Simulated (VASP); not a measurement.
Input of a VASP 6.6.1 run:

File INCAR:

```
SYSTEM = MgZr2N2
PREC = Accurate
ENCUT = 520
EDIFF = 1E-6
ISMEAR = 0
SIGMA = 0.1
LREAL = .False.
LASPH = .True.
NELM = 80
ALGO = Normal
ISIF = 2
LWAVE = .False.
LCHARG = .False.
GGA = PE
NBANDS = 26
```

The input KPOINTS:

```
regular mesh
0
Gamma
  12 12 12
  0 0 0
```

The input POSCAR:

```
MgZr2N2
1.0
   -2.1665777732      2.1665777732      4.9839693475
    2.1665777732     -2.1665777732      4.9839693475
    2.1665777732      2.1665777732     -4.9839693475
Mg Zr N
1 2 2
Direct
    0.0000000000      0.0000000000      0.0000000000
    0.7500000000      0.2500000000      0.5000000000
    0.2500000000      0.7500000000      0.5000000000
    0.7901781005      0.7901781005      0.0000000000
    0.2098218995      0.2098218995      0.0000000000
```

Potentials or basis: VASP PAW PBE potentials, release 64 (Mg, Zr_sv, N).

Launch:

```sh
$ cat potpaw_PBE.64/Mg/POTCAR potpaw_PBE.64/Zr_sv/POTCAR potpaw_PBE.64/N/POTCAR > POTCAR
$ mpirun -np 1 vasp_std > vasp.out
```

Q: Predict the largest force.

A: 0.018 eV/Å.

Q: Estimate the band gap on the k mesh.

A: Zero (band 18 reaches 6.37 eV, above the bottom of band 19 at 5.59 eV).

Forces in eV/Å, atoms in the order of the input:
```
Mg   0.000  0.000  0.000
Zr   0.000  0.000  0.000
Zr   0.000  0.000  0.000
N    0.000  0.000  0.018
N    0.000  0.000 -0.018
```
